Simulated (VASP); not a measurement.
# Si8N in VASP: notebook, part 2 of 2

VASP 6.6.1. Earlier steps stand in the parts before.

**4. Single point, PBE+D3(BJ)**

INCAR reads:

```
SYSTEM = Si8N
PREC = Accurate
ENCUT = 520
EDIFF = 1E-6
ISMEAR = 0
SIGMA = 0.05
LREAL = Auto
LASPH = .True.
NELM = 80
ALGO = Normal
ISIF = 2
LWAVE = .False.
LCHARG = .True.
LDIPOL = .True.
IDIPOL = 3
DIPOL = 0.5 0.5 0.295
GGA = PE
IVDW = 12
LELF = .True.
LVHAR = .True.
LVACPOTAV = .True.
NBANDS = 52
```

KPOINTS reads:

```
Automatic mesh
0
Gamma
  4 4 1
  0 0 0
```

POSCAR reads:

```
Si8N
1.0
    7.6310340417      0.0000000000      0.0000000000
    0.0000000000      6.3129357835      0.0000000000
    0.0000000000      0.0000000000     23.0318711348
Si N
16 2
Direct
    0.0000000000      0.9369021389      0.1736723854
    0.5000000000      0.9369021389      0.1736723854
    0.0000000000      0.5630978611      0.1736723854
    0.5000000000      0.5630978611      0.1736723854
    0.2500000000      0.4369021389      0.2214950258
    0.7500000000      0.4369021389      0.2214950258
    0.2500000000      0.0630978611      0.2214950258
    0.7500000000      0.0630978611      0.2214950258
    0.2500000000      0.9332664455      0.3177235001
    0.7500000000      0.9332664455      0.3177235001
    0.2500000000      0.5667335545      0.3177235001
    0.7500000000      0.5667335545      0.3177235001
    0.0000000000      0.4266292811      0.3574121741
    0.5000000000      0.4266292811      0.3574121741
    0.0000000000      0.0733707189      0.3574121741
    0.5000000000      0.0733707189      0.3574121741
    0.1250000000      1.1766292811      0.4920082727
    0.1250000000      1.1766292811      0.5397681787
```

Potentials or basis: VASP PAW PBE potentials, release 64 (Si, N).

Command:

```bash
$ cat potpaw_PBE.64/Si/POTCAR potpaw_PBE.64/N/POTCAR > POTCAR
$ mpirun -np 1 vasp_std > vasp.out
```

OUTCAR:

```text
SYSTEM = Si8N
   PREC = Accurate
   ENCUT = 520
   EDIFF = 1E-6
   ISMEAR = 0
   LREAL = Auto
   LASPH = .True.
   NELM = 80
   ISIF = 2
   GGA = PE
   IVDW = 12
 IVDW          = 12

 ion  position               nearest neighbor table
   1  0.000  0.937  0.174-   7 2.34   8 2.34   3 2.36
   2  0.500  0.937  0.174-   7 2.34   8 2.34   4 2.36
   3  0.000  0.563  0.174-   5 2.34   6 2.34   1 2.36
   4  0.500  0.563  0.174-   5 2.34   6 2.34   2 2.36
   5  0.250  0.437  0.221-   3 2.34   4 2.34   7 2.36  11 2.36
   6  0.750  0.437  0.221-   3 2.34   4 2.34   8 2.36  12 2.36
   7  0.250  0.063  0.221-   1 2.34   2 2.34   5 2.36   9 2.36
   8  0.750  0.063  0.221-   1 2.34   2 2.34   6 2.36  10 2.36
   9  0.250  0.933  0.318-  15 2.29  16 2.29  11 2.31   7 2.36
  10  0.750  0.933  0.318-  15 2.29  16 2.29  12 2.31   8 2.36
  11  0.250  0.567  0.318-  13 2.29  14 2.29   9 2.31   5 2.36
  12  0.750  0.567  0.318-  13 2.29  14 2.29  10 2.31   6 2.36
  13  0.000  0.427  0.357-  15 2.23  12 2.29  11 2.29
  14  0.500  0.427  0.357-  16 2.23  12 2.29  11 2.29
  15  0.000  0.073  0.357-  13 2.23  10 2.29   9 2.29
  16  0.500  0.073  0.357-  14 2.23  10 2.29   9 2.29
  17  0.125  0.177  0.492-  18 1.10
  18  0.125  0.177  0.540-  17 1.10

  LATTYP: Found a simple orthorhombic cell.
 ALAT       =     6.3129357835
 B/A-ratio  =     1.2087932308
 C/A-ratio  =     3.6483613844

  Lattice vectors:

 A1 = (   0.0000000000,  -6.3129357835,   0.0000000000)
 A2 = (   7.6310340417,   0.0000000000,   0.0000000000)
 A3 = (   0.0000000000,   0.0000000000,  23.0318711348)

Analysis of symmetry for initial positions (statically):
=====================================================================
 Subroutine PRICEL returns:
 Original cell was already a primitive cell.

 Routine SETGRP: Setting up the symmetry group for a
 simple orthorhombic supercell.

 Subroutine GETGRP returns: Found  1 space group operations
 (whereof  1 operations were pure point group operations)
 out of a pool of  8 trial point group operations.

The static configuration has the point symmetry C_1 .
[... 160 lines left out ...]
   LRPA    =     F    only Hartree local field effects (RPA)
 non-spin polarized calculation
 Gauss-broadening in eV      SIGMA  =   0.05
  energy-cutoff  :      520.00
  volume of cell :     1109.54
 maximum number of plane-waves:     29920
 NGX is ok and might be reduce to    60
   NGX = 29   NGY = 23   NGZ = 85

 dipolmoment           0.000000      0.000000      0.000036 electrons x Angstroem

 number of electron      74.0000001 magnetization

 dipolmoment           0.000000      0.000000     -0.054380 electrons x Angstroem

 Free energy of the ion-electron system (eV)
  ---------------------------------------------------
  ext. energy  EPLUGINS =         0.00000000
  ---------------------------------------------------
  free energy    TOTEN  =       -95.32443414 eV

  energy without entropy =      -95.31896064  energy(sigma->0) =      -95.32169739

 E-fermi :  -1.4490     XC(G=0):  -3.6681

 val. band max:       -1.5053625178   @ k =   0.0000   0.2500   0.0000
 cond. band min:      -1.4051005487   @ k =   0.0000   0.0000   0.0000
 fundamental gap:      0.1002619691
 Fermi energy:        -1.4490319239

 k-point     1 :       0.0000    0.0000    0.0000
  band No.  band energies     occupation
      1     -25.4314      2.00000
      2     -13.1121      2.00000
      3     -11.7983      2.00000
      4     -11.4186      2.00000
      5     -10.7459      2.00000
      6     -10.6089      2.00000
[... 509 lines left out ...]
     48       1.9233      0.00000
     49       1.9312      0.00000
 [bands above 49 left out]

------------------------ aborting loop because EDIFF is reached ----------------------------------------

 Edisp (eV)   -4.28512

 E8    (eV) :    -1.8455

  FORCE on cell =-STRESS in cart. coord.  units (eV):
  Direction    XX          YY          ZZ          XY          YZ          ZX
  --------------------------------------------------------------------------------------
  -------------------------------------------------------------------------------------
  Total       3.59030    -1.91819    -0.31348    -0.02247    -0.07368     0.32512
  in kB       5.18438    -2.76986    -0.45266    -0.03244    -0.10640     0.46947
  external pressure =        0.65 kB  Pullay stress =        0.00 kB

 VOLUME and BASIS-vectors are now :
 -----------------------------------------------------------------------------
  energy-cutoff  :      520.00
  volume of cell :     1109.54
      direct lattice vectors                 reciprocal lattice vectors
     7.631034042  0.000000000  0.000000000     0.131043839  0.000000000  0.000000000
     0.000000000  6.312935784  0.000000000     0.000000000  0.158404906  0.000000000
     0.000000000  0.000000000 23.031871135     0.000000000  0.000000000  0.043418096

 POSITION                                       TOTAL-FORCE (eV/Angst)
 -----------------------------------------------------------------------------------
      0.00000      5.91460      4.00000        -0.000383     -0.771027      0.626488
      3.81552      5.91460      4.00000         0.002628     -0.751492      0.608054
      0.00000      3.55480      4.00000         0.000707      0.769646      0.628531
      3.81552      3.55480      4.00000        -0.005354      0.757473      0.630159
      1.90776      2.75814      5.10144         0.006225      0.008649     -0.598873
      5.72328      2.75814      5.10144        -0.008738      0.007879     -0.598818
[... 10 lines left out ...]
      0.95388      1.11505     11.33187         0.165526     -0.031275     -2.032246
      0.95388      1.11505     12.43187        -0.051345      0.008027      2.198939
 -----------------------------------------------------------------------------------
    total drift:                                0.000058     -0.000716      0.021663

  FREE ENERGIE OF THE ION-ELECTRON SYSTEM (eV)
  ---------------------------------------------------
  free  energy   TOTEN  =       -99.6095502933 eV

  energy  without entropy=      -99.6040767909  energy(sigma->0) =      -99.60681354

 vacuum level on the upper side and lower side of the slab         3.076         3.280
```

Wall time 13 min (1 thread of Intel Xeon 6975P-C (Granite Rapids), shared host); peak memory 1.1 GiB.

What came out:

| Property | Result |
| --- | --- |
| Free energy | -99.6096 eV |
| Largest force | 2.200 eV/Å |
| Band gap on the k mesh | zero (bands 37 and 38 overlap by 0.37 eV) |
| Dispersion energy per atom | -0.238 eV |

Forces on the atoms (eV/Å):
```
Si   0.000 -0.771  0.626
Si   0.003 -0.751  0.608
Si   0.001  0.770  0.629
Si  -0.005  0.757  0.630
Si   0.006  0.009 -0.599
Si  -0.009  0.008 -0.599
Si  -0.002 -0.003 -0.592
Si  -0.004 -0.007 -0.592
Si  -0.005 -0.016  0.020
Si   0.007 -0.007 -0.004
Si  -0.016  0.000  0.001
Si   0.023 -0.004 -0.005
Si  -0.049  0.014 -0.072
Si   0.002 -0.065 -0.026
Si  -0.065  0.026 -0.176
Si  -0.001  0.065 -0.015
N    0.166 -0.031 -2.032
N   -0.051  0.008  2.199
```

Caveat: the standard files for N, O and F lose accuracy on very short bonds.

**5. The runs side by side**

```tsv
cell	gap on the mesh (eV)	largest force (eV/Å)
as given, atomic positions A	none	2.15
as given, atomic positions B	none	2.17
as given, atomic positions C	none	2.20
```

Alike in all rows: task single point; level PBE+D3(BJ); potentials or basis VASP PAW PBE potentials, release 64 (Si, N); no spin polarisation; k mesh 4 × 4 × 1; cutoff (eV) 520; smearing gaussian 0.05 eV.

Caveats: the standard files for N, O and F lose accuracy on very short bonds.

Absolute energies hang on the potentials; compare differences alone.

The gap in the log of VASP goes by the Fermi energy; the results here count the filled bands.